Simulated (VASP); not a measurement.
A run of VASP 6.6.1 is set up as follows.

The input INCAR:

```
  PREC = Accurate
  ENCUT = 600
  EDIFF = 1E-7
  ISMEAR = -1
  SIGMA = 0.03
  LREAL = F
  LASPH = T
  NELM = 60
  ALGO = Normal
  ISIF = 3
  LWAVE = F
  LCHARG = F
  GGA = PS
  IBRION = 2
  NSW = 100
  EDIFFG = -0.01
```

The input KPOINTS:

```
regular mesh
0
Gamma
  9 9 4
```

The input POSCAR:

```
BeS
1.0
    2.8953461700      0.0000000000      0.0000000000
   -1.4476730850      2.5074433360      0.0000000000
    0.0000000000      0.0000000000      4.7194142571
Be S
2 2
Direct
    0.0000000000      0.0000000000      0.0000000000
    0.0000000000      0.0000000000      0.5000000000
    0.3333333333      0.6666666667      0.2500000000
    0.6666666667      0.3333333333      0.7500000000
```

Potentials or basis: VASP PAW PBE potentials, release 64 (Be, S).

Command:

```console
$ cat potpaw_PBE.64/Be/POTCAR potpaw_PBE.64/S/POTCAR > POTCAR
$ mpirun -np 1 vasp_std > vasp.out
```

(1) Estimate the band gap on the k mesh.

(2) Estimate the relaxed volume.

(3) What does it give for the space group after relaxing (to 0.05 Å)?

## Answers

(1) 1.41 eV, indirect (least direct gap 3.41 eV).

(2) 12.07 Å³/atom.

(3) P6_3/mmc (No. 194).

Caveat: the volume moved by over 15 % at a fixed basis, so the end points are rough; the PAW data sets were made with another functional, which shifts forces and pressure a little.
